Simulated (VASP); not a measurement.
A run of VASP 6.6.1 is set up as follows.

The input INCAR:

```
SYSTEM = TaI3
PREC = Accurate ; ENCUT = 520
EDIFF = 1E-6 ; ISMEAR = 0
SIGMA = 0.05 ; LREAL = .False.
LASPH = .True. ; NELM = 80
ALGO = Normal ; ISIF = 2
LWAVE = .False. ; LCHARG = .False.
GGA = PE ; NBANDS = 24
```

File KPOINTS:

```
Automatic mesh
0
Gamma
  6 6 6
  0 0 0
```

POSCAR

```
TaI3
1.0
    5.5923770448      0.0000000000      0.0000000000
    0.0000000000      5.5923770448      0.0000000000
    0.0000000000      0.0000000000      5.5923770448
Ta I
1 3
Direct
    0.0000000000      0.0000000000      0.0000000000
    0.5000000000      0.0000000000      0.0000000000
    0.0000000000      0.0000000000      0.5000000000
    0.0000000000      0.5000000000      0.0000000000
```

Potentials or basis: VASP PAW PBE potentials, release 64 (Ta_pv, I).

The run is started by

```sh
$ cat potpaw_PBE.64/Ta_pv/POTCAR potpaw_PBE.64/I/POTCAR > POTCAR
$ mpirun -np 1 vasp_std > vasp.out
```

Task: What does it give for the pressure?

Result: 0.0 GPa.

Task: Estimate the band gap on the k mesh.

Result: Zero (bands 16 and 17 overlap by 2.00 eV).

Caveat: spin-orbit coupling is left out, which moves the levels of the heavy elements.
